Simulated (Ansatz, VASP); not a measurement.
One calculation of InSb3, two programs

```
CELL_PARAMETERS angstrom
0.00000 -4.81384 0.00000
0.00000 0.00000 -4.81384
10.12767 0.00000 0.00000
ATOMIC_POSITIONS crystal
In 0.00000 0.00000 0.35649
In 0.00000 0.00000 0.83180
Sb 0.00000 0.50000 0.11883
Sb 0.00000 0.50000 0.59414
Sb 0.50000 0.50000 0.35649
Sb 0.50000 0.50000 0.83180
Sb 0.50000 0.00000 0.11883
Sb 0.50000 0.00000 0.59414
```

Alike in both runs: task single point; functional PBE; k mesh 10 × 10 × 5; occupations gaussian, width 0.15 eV; no spin polarisation.

|  | VASP | Ansatz |
| --- | --- | --- |
| version | VASP 6.6.1 | Ansatz 0.2.0 |
| potentials or method | VASP PAW PBE potentials, release 64 (In_d, Sb), cutoff 520 eV | scalar-relativistic, plane waves, PAW |
| valence electrons in the cell | 56 | 116 |

```tsv
	VASP	Ansatz	Ansatz less VASP
gap on the k mesh at the Fermi level (eV)	none	none	-
pressure (GPa)	-1.8	-1.7	+0.09
traceless stress, the component that is largest in VASP (GPa)	-0.05	-0.05	-0.001
rms of the force components (eV/Å)	0.109	0.109	+0.0004
```

Atom by atom the forces differ by 0.001 eV/Å (rms over components). A gap of «none» marks a metal or a gap that the smearing closes. The functional is the same, so the differences come from potentials, cutoffs and numerics. VASP's potentials hold 56 valence electrons a cell and Ansatz's 116, so a difference there can come from the potentials and not from the codes.

Neither program's run includes spin-orbit coupling.
